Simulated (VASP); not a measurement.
# Ba2Tl5V3O12 (P-3m1) in VASP: single point with PBE

Aim: the single point of Ba2Tl5V3O12 with PBE.

Program: VASP 6.6.1. These are calculated values, not measurements. Logs are shortened: lines on timing, memory, paths and dates and some standing lists are left out, and cuts for length are marked.

**1. The cell of the first run**

It takes space group P-3m1 (No. 164, trigonal). Conventional cell: a = 8.154 Å, b = 8.154 Å, c = 6.921 Å, α = 90.00°, β = 90.00°, γ = 120.00°. Ba (site symmetry 3m) has 6 O at 2.80 Å and 2 Ba at 3.26 to 3.66 Å within 3.7 Å. V (site symmetry 2/m) has 4 O at 1.82 Å within 2.4 Å. Within 3.3 Å of Tl (site symmetry 2/m) lie 4 O at 2.53 Å and 2 Tl at 3.03 Å. Within 3.6 Å of Tl (site symmetry 3m) lie 6 O at 2.73 Å and 3 V at 2.82 Å and 3 Tl at 3.03 Å. Within 2.4 Å of O (site symmetry 1) lie 1 V at 1.82 Å.

**2. Single point, PBE**

File INCAR:

```
ALGO     = Normal         # electronic algorithm
EDIFF    = 1E-6           # SCF threshold, eV
ENCUT    = 600            # plane-wave cutoff, eV
GGA      = PE             # functional
GGA_COMPAT= False        
ISIF     = 2              # what is computed and relaxed
ISMEAR   = 0              # smearing method
LASPH    = True           # aspherical terms in the spheres
LCHARG   = False          # write CHGCAR
LREAL    = False          # projectors in reciprocal space
LWAVE    = False          # write WAVECAR
NBANDS   = 115            # bands
NELM     = 120            # most SCF steps
PREC     = Accurate       # precision mode
SIGMA    = 0.2            # smearing width, eV
```

File KPOINTS:

```
k-points
0
Gamma
  4 3 3
```

File POSCAR:

```
Ba2Tl5V3O12
1.0
    0.0000000000      0.0000000000      6.9212780000
    8.1542137957      0.0000000000      0.0000000000
   -4.0771068978      7.0617562949      0.0000000000
Ba V Tl O
2 3 5 12
Direct
    0.2355200000      0.0000000000      0.0000000000
    0.7644800000      0.0000000000      0.0000000000
    0.0000000000      0.5000000000      0.0000000000
    0.0000000000      0.0000000000      0.5000000000
    0.0000000000      0.5000000000      0.5000000000
    0.5000000000      0.5000000000      0.0000000000
    0.5000000000      0.0000000000      0.5000000000
    0.5000000000      0.5000000000      0.5000000000
    0.2248920000      0.3333333333      0.6666666667
    0.7751080000      0.6666666667      0.3333333333
    0.8144420000      0.3388990000      0.3433360000
    0.8144420000      0.6566640000      0.9955630000
    0.8144420000      0.0044370000      0.6611010000
    0.1855580000      0.3433360000      0.3388990000
    0.1855580000      0.9955630000      0.6566640000
    0.1855580000      0.6611010000      0.0044370000
    0.1855580000      0.6611010000      0.6566640000
    0.1855580000      0.3433360000      0.0044370000
    0.1855580000      0.9955630000      0.3388990000
    0.8144420000      0.6566640000      0.6611010000
    0.8144420000      0.0044370000      0.3433360000
    0.8144420000      0.3388990000      0.9955630000
```

Potentials or basis: VASP PAW PBE potentials, release 64 (Ba_sv, V_sv, Tl_d, O).

Run with:

```
> cat potpaw_PBE.64/Ba_sv/POTCAR potpaw_PBE.64/V_sv/POTCAR potpaw_PBE.64/Tl_d/POTCAR potpaw_PBE.64/O/POTCAR > POTCAR
> mpirun -np 1 vasp_std > vasp.out
```

OUTCAR:

```text
EDIFF = 1E-6
   ENCUT = 600
   GGA = PE
   ISIF = 2
   ISMEAR = 0
   LASPH = True
   LREAL = False
   NELM = 120
   PREC = Accurate

 ion  position               nearest neighbor table
   1  0.236  0.000  0.000-  15 2.80  19 2.80  17 2.80  14 2.80  16 2.80  18 2.80   2 3.26   2 3.66

   2  0.764  0.000  0.000-  21 2.80  13 2.80  11 2.80  20 2.80  22 2.80  12 2.80   1 3.26   1 3.66

   3  0.000  0.500  0.000-  12 1.82  18 1.82  16 1.82  22 1.82   9 2.82  10 2.82   6 3.46   6 3.46
[... 13 lines left out ...]
  10  0.775  0.667  0.333-  12 2.73  21 2.73  22 2.73  13 2.73  20 2.73  11 2.73   3 2.82   4 2.82
                             5 2.82   6 3.03   7 3.03   8 3.03
  11  0.814  0.339  0.343-   5 1.82   8 2.53  10 2.73   2 2.80
  12  0.814  0.657  0.996-   3 1.82   6 2.53  10 2.73   2 2.80
  13  0.814  0.004  0.661-   4 1.82   7 2.53  10 2.73   2 2.80
  14  0.186  0.343  0.339-   5 1.82   8 2.53   9 2.73   1 2.80
  15  0.186  0.996  0.657-   4 1.82   7 2.53   9 2.73   1 2.80
  16  0.186  0.661  0.004-   3 1.82   6 2.53   9 2.73   1 2.80
  17  0.186  0.661  0.657-   5 1.82   8 2.53   9 2.73   1 2.80
  18  0.186  0.343  0.004-   3 1.82   6 2.53   9 2.73   1 2.80
  19  0.186  0.996  0.339-   4 1.82   7 2.53   9 2.73   1 2.80
  20  0.814  0.657  0.661-   5 1.82   8 2.53  10 2.73   2 2.80
  21  0.814  0.004  0.343-   4 1.82   7 2.53  10 2.73   2 2.80
  22  0.814  0.339  0.996-   3 1.82   6 2.53  10 2.73   2 2.80

  LATTYP: Found a hexagonal cell.
 ALAT       =     8.1542137957
 C/A-ratio  =     0.8487977104

  Lattice vectors:

 A1 = (   8.1542137957,   0.0000000000,   0.0000000000)
 A2 = (  -4.0771068978,   7.0617562949,   0.0000000000)
 A3 = (   0.0000000000,   0.0000000000,   6.9212780000)

Analysis of symmetry for initial positions (statically):
=====================================================================
 Subroutine PRICEL returns:
 Original cell was already a primitive cell.

 Routine SETGRP: Setting up the symmetry group for a
 hexagonal supercell.

 Subroutine GETGRP returns: Found 12 space group operations
 (whereof 12 operations were pure point group operations)
 out of a pool of 24 trial point group operations.

The static configuration has the point symmetry D_3d.

Analysis of symmetry for dynamics (positions and initial velocities):
=====================================================================
 Subroutine PRICEL returns:
 Original cell was already a primitive cell.

 Routine SETGRP: Setting up the symmetry group for a
 hexagonal supercell.

 Subroutine GETGRP returns: Found 12 space group operations
 (whereof 12 operations were pure point group operations)
 out of a pool of 24 trial point group operations.

The dynamic configuration has the point symmetry D_3d.

 Subroutine INISYM returns: Found 12 space group operations
 (whereof 12 operations are pure point group operations),
 and found     1 'primitive' translations

----------------------------------------------------------------------------------------

                                     Primitive cell

  volume of cell :     398.5484

  direct lattice vectors                    reciprocal lattice vectors
     0.000000000  0.000000000  6.921278000     0.000000000  0.000000000  0.144481987
     8.154213796  0.000000000  0.000000000     0.122635980  0.070803916  0.000000000
    -4.077106898  7.061756295  0.000000000     0.000000000  0.141607832  0.000000000

  length of vectors
     6.921278000  8.154213796  8.154213796     0.144481987  0.141607832  0.141607832

  position of ions in fractional coordinates (direct lattice)
     0.235520000  0.000000000  0.000000000
     0.764480000  0.000000000  0.000000000
     0.000000000  0.500000000  0.000000000
     0.000000000  0.000000000  0.500000000
     0.000000000  0.500000000  0.500000000
     0.500000000  0.500000000  0.000000000
[... 14 lines left out ...]
     0.814442000  0.004437000  0.343336000
     0.814442000  0.338899000  0.995563000

  ion indices of the primitive-cell ions
   primitive index   ion index
                 1           1
                 2           2
                 3           3
                 4           4
                 5           5
                 6           6
[... 14 lines left out ...]
                21          21
                22          22

----------------------------------------------------------------------------------------

 KPOINTS: k-points

Automatic generation of k-mesh.
 Grid dimensions read from file:
 generate k-points for:    4    3    3

 Generating k-lattice:

  Cartesian coordinates                     Fractional coordinates (reciprocal lattice)
     0.000000000  0.000000000  0.036120497     0.250000000  0.000000000  0.000000000
     0.040878660  0.023601305  0.000000000     0.000000000  0.333333333  0.000000000
     0.000000000  0.047202611  0.000000000     0.000000000  0.000000000  0.333333333

  Length of vectors
     0.036120497  0.047202611  0.047202611

  Shift w.r.t. Gamma in fractional coordinates (k-lattice)
     0.000000000  0.000000000  0.000000000

 Subroutine IBZKPT returns following result:
 ===========================================

 Found     10 irreducible k-points:

 Following reciprocal coordinates:
            Coordinates               Weight
  0.000000  0.000000  0.000000      1.000000
  0.250000  0.000000  0.000000      2.000000
  0.500000  0.000000  0.000000      1.000000
  0.000000  0.333333 -0.000000      6.000000
  0.250000  0.333333 -0.000000      6.000000
  0.250000  0.000000  0.333333      6.000000
  0.500000  0.333333 -0.000000      6.000000
  0.000000  0.333333  0.333333      2.000000
  0.250000  0.333333  0.333333      4.000000
  0.500000  0.333333  0.333333      2.000000
   k-points           NKPTS =     10   k-points in BZ     NKDIM =     10   number of bands    NBANDS=    115
   number of dos      NEDOS =    301   number of ions     NIONS =     22
   total plane-waves  NPLWV = 274400
   dimension x,y,z NGX =    56 NGY =   70 NGZ =   70
   dimension x,y,z NGXF=   112 NGYF=  140 NGZF=  140
   ions per type =               2   3   5  12
   NGX,Y,Z   is equivalent  to a cutoff of  13.45, 14.27, 14.27 a.u.
   NGXF,Y,Z  is equivalent  to a cutoff of  26.90, 28.54, 28.54 a.u.
 SYSTEM =  unknown system
   PREC   = accura    normal or accurate (medium, high low for compatibility)
   ISTART =      0    job   : 0-new  1-cont  2-samecut
   ICHARG =      2    charge: 1-file 2-atom 10-const
   ISPIN  =      1    spin polarized calculation?
   LNONCOLLINEAR =      F non collinear calculations
   LSORBIT =      F    spin-orbit coupling
   LASPH  =      T    aspherical Exc in radial PAW
   ENCUT  =  600.0 eV  44.10 Ry    6.64 a.u.  13.82 16.29 16.29*2*pi/ulx,y,z
   NELM   =    120;   NELMIN=  2; NELMDL= -5     # of ELM steps
   EDIFF  = 0.1E-05   stopping-criterion for ELM
   LREAL  =      F    real-space projection
   EDIFFG = 0.1E-04   stopping-criterion for IOM
   NSW    =      0    number of steps for IOM
   IBRION =     -1    ionic relax: 0-MD 1-quasi-New 2-CG
   NFREE  =      0    steps in history (QN), initial steepest desc. (CG)
   ISIF   =      2    stress and relaxation
   ISYM   =      2    0-nonsym 1-usesym 2-fastsym
   POTIM  = 0.5000    time-step for ionic-motion
   TEBEG  =    0.0;   TEEND  =   0.0 temperature during run
   PSTRESS=    0.0 pullay stress
   NELECT =     196.0000    total number of electrons
   NUPDOWN=      -1.0000    fix difference up-down
   EMIN   =  10.00;   EMAX   =-10.00  energy-range for DOS
   EFERMI =   0.00;   METHOD = LEGACY
   ISMEAR =     0;   SIGMA  =   0.20  broadening in eV -4-tet -1-fermi 0-gaus
   EFERMI_NEDOS =   21; number of points for ismear=-14 and -15
   IALGO  =     38    algorithm
   IMIX   =      4    mixing-type and parameters
     AMIX     =   0.40;   BMIX     =  1.00
     AMIX_MAG =   1.60;   BMIX_MAG =  1.00
  volume/ion in A,a.u.               =      18.12       122.25
  Fermi-wavevector in a.u.,A,eV,Ry     =   1.292210  2.441923 22.719105  1.669807
  Thomas-Fermi vector in A             =   2.423932
   LORBIT       =      0    0 simple, 1 ext, 2 COOP (PROOUT), +10 PAW based schemes
   GGA     = PE    functional components
   LHFCALC =     F    Hartree Fock is set to
   AEXX    =    0.0000 exact exchange contribution
   IVDW    =     0    specifies the selected vdW correction
   LEPSILON=     F    determine dielectric tensor
   LRPA    =     F    only Hartree local field effects (RPA)
 non-spin polarized calculation
 Gauss-broadening in eV      SIGMA  =   0.20
  energy-cutoff  :      600.00
  volume of cell :      398.55
 maximum number of plane-waves:     13332
 NGX is ok and might be reduce to    56
   NGX = 27   NGY = 33   NGZ = 33

 number of electron     195.9999980 magnetization

 Free energy of the ion-electron system (eV)
  ---------------------------------------------------
  ext. energy  EPLUGINS =         0.00000000
  ---------------------------------------------------
  free energy    TOTEN  =      -127.78908784 eV

  energy without entropy =     -127.67690919  energy(sigma->0) =     -127.73299851

 E-fermi :   3.4184     XC(G=0):  -9.6574

 val. band max:        3.3976922949   @ k =   0.5000   0.3333  -0.0000
 cond. band min:       3.5590645004   @ k =   0.0000   0.0000   0.0000
 fundamental gap:      0.1613722055
 Fermi energy:         3.4183867521

 k-point     1 :       0.0000    0.0000    0.0000
  band No.  band energies     occupation
      1     -61.3375      2.00000
      2     -61.3373      2.00000
      3     -61.3373      2.00000
      4     -35.2728      2.00000
      5     -35.2690      2.00000
      6     -35.2690      2.00000
[... 1119 lines left out ...]
    109       5.5918      0.00000
    110       5.7775      0.00000
 [bands above 110 left out]

------------------------ aborting loop because EDIFF is reached ----------------------------------------

  FORCE on cell =-STRESS in cart. coord.  units (eV):
  Direction    XX          YY          ZZ          XY          YZ          ZX
  --------------------------------------------------------------------------------------
  -------------------------------------------------------------------------------------
  Total        1.0412096      1.0412096      3.0521615      0.0000000      0.0000000     -0.0000000
  in kB        4.1856956      4.1856956     12.2697858      0.0000000      0.0000000     -0.0000000
  external PRESSURE =       6.8803923 kB  Pullay stress =       0.0000000 kB

 VOLUME and BASIS-vectors are now :
 -----------------------------------------------------------------------------
  energy-cutoff  :      600.00
  volume of cell :      398.55
      direct lattice vectors                 reciprocal lattice vectors
     0.000000000  0.000000000  6.921278000     0.000000000  0.000000000  0.144481987
     8.154213796  0.000000000  0.000000000     0.122635980  0.070803916  0.000000000
    -4.077106898  7.061756295  0.000000000     0.000000000  0.141607832  0.000000000

 POSITION                                       TOTAL-FORCE (eV/Angst)
 -----------------------------------------------------------------------------------
      0.00000      0.00000      1.63010         0.000000     -0.000000      0.110253
      0.00000      0.00000      5.29118         0.000000     -0.000000     -0.110253
      4.07711      0.00000      0.00000         0.000000     -0.000000     -0.000000
     -2.03855      3.53088      0.00000         0.000000     -0.000000     -0.000000
      2.03855      3.53088      0.00000         0.000000     -0.000000     -0.000000
      4.07711      0.00000      3.46064         0.000000     -0.000000     -0.000000
[... 14 lines left out ...]
     -1.36364      2.42456      5.63698        -0.029998     -0.007160     -0.014011
     -1.29556      7.03042      5.63698         0.008798      0.029560     -0.014011
 -----------------------------------------------------------------------------------
    total drift:                               -0.000000      0.000000      0.000000

  FREE ENERGIE OF THE ION-ELECTRON SYSTEM (eV)
  ---------------------------------------------------
  free  energy   TOTEN  =      -127.7890878370 eV

  energy  without entropy=     -127.6769091891  energy(sigma->0) =     -127.73299851
```

Wall time 32 min (1 thread of Oxide Virtual Turin-like, shared host); peak memory 0.81 GiB.

What came out:

```yaml
Free_energy: -127.7891 eV
Pressure: 0.7 GPa
Largest_force: 0.110 eV/Å
Band_gap_on_the_k_mesh: zero (bands 98 and 99 overlap by 0.97 eV)
```

Forces in eV/Å, atoms in the order of the input:
```
Ba   0.000  0.000  0.110
Ba   0.000  0.000 -0.110
V    0.000  0.000  0.000
V    0.000  0.000  0.000
V    0.000  0.000  0.000
Tl   0.000  0.000  0.000
Tl   0.000  0.000  0.000
Tl   0.000  0.000  0.000
Tl   0.000  0.000 -0.016
Tl   0.000  0.000  0.016
O    0.030 -0.007 -0.014
O   -0.009  0.030 -0.014
O   -0.021 -0.022 -0.014
O   -0.021  0.022  0.014
O    0.030  0.007  0.014
O   -0.009 -0.030  0.014
O   -0.030  0.007  0.014
O    0.009 -0.030  0.014
O    0.021  0.022  0.014
O    0.021 -0.022 -0.014
O   -0.030 -0.007 -0.014
O    0.009  0.030 -0.014
```

Caveat: spin-orbit coupling is left out, which moves the levels of the heavy elements; the run has no spin polarisation, though such a crystal can be magnetic; semilocal functionals often make such compounds metallic where correlation or magnetic order opens a gap, which also shifts bond lengths.

The gap in the log of VASP goes by the Fermi energy; the results here count the filled bands.